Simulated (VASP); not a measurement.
Crystal: B2Ir3Ru.

```
B Ru Ir
1.0
     5.27398    0.00000    0.00000
    -2.63699    4.56740    0.00000
     0.00000    0.00000    2.90388
B Ru Ir
2 1 3
Cartesian
  0.0000 3.0449 0.0000
  2.6370 1.5225 0.0000
  0.0000 0.0000 0.0000
  2.6370 0.0000 1.4519
  1.3185 2.2837 1.4519
  -1.3185 2.2837 1.4519
```

* Program: VASP 6.6.1
* Task: relaxation of cell and atoms
* Functional: PBE
* Potentials or basis: VASP PAW PBE potentials, release 64 (B, Ru_pv, Ir)
* Cutoff: 600 eV
* k mesh: 6 × 6 × 6
* Occupations: gaussian, width 0.1 eV
* Spin: no spin polarisation

At the start: pressure 28.8 GPa; volume 11.66 Å³/atom.

Q: Where does the relaxation end?

A: Over 11 steps the energy falls by 116.2 meV/atom and the volume is 12.75 Å³/atom (+9.4 %); space group P6/mmm (No. 191, to 0.05 Å).

Step by step:
| step | energy change (eV) | largest force (eV/Å) | pressure (GPa) | volume (Å³) |
| --- | --- | --- | --- | --- |
| 1 | 0.0000 | 0.0000 | 28.76 | 69.95 |
| 2 | 1.6945 | 0.0000 | -34.64 | 93.33 |
| 3 | -0.5259 | 0.0000 | -2.83 | 76.74 |
| 4 | -0.5284 | 0.0000 | -0.12 | 76.17 |
| 5 | -0.5285 | 0.0000 | -0.58 | 76.30 |
| 6 | -0.6012 | 0.0000 | -0.56 | 76.33 |
| 7 | -0.6961 | 0.0000 | 0.98 | 76.27 |
| 8 | -0.6968 | 0.0000 | 0.73 | 76.29 |
| 9 | -0.6969 | 0.0000 | 0.81 | 76.28 |
| 10 | -0.6930 | 0.0000 | -2.13 | 77.15 |
| 11 | -0.6974 | 0.0000 | 0.03 | 76.51 |

Final structure:
```
B Ru Ir
1.0
     5.59486    0.00000    0.00000
    -2.79743    4.84529    0.00000
     0.00000    0.00000    2.82220
B Ru Ir
2 1 3
Direct
  0.33333 0.66667 0.00000
  0.66667 0.33333 0.00000
  0.00000 0.00000 0.00000
  0.50000 0.00000 0.50000
  0.50000 0.50000 0.50000
  0.00000 0.50000 0.50000
```

Caveat: the k points lie up to 0.37 Å⁻¹ apart in the final cell.
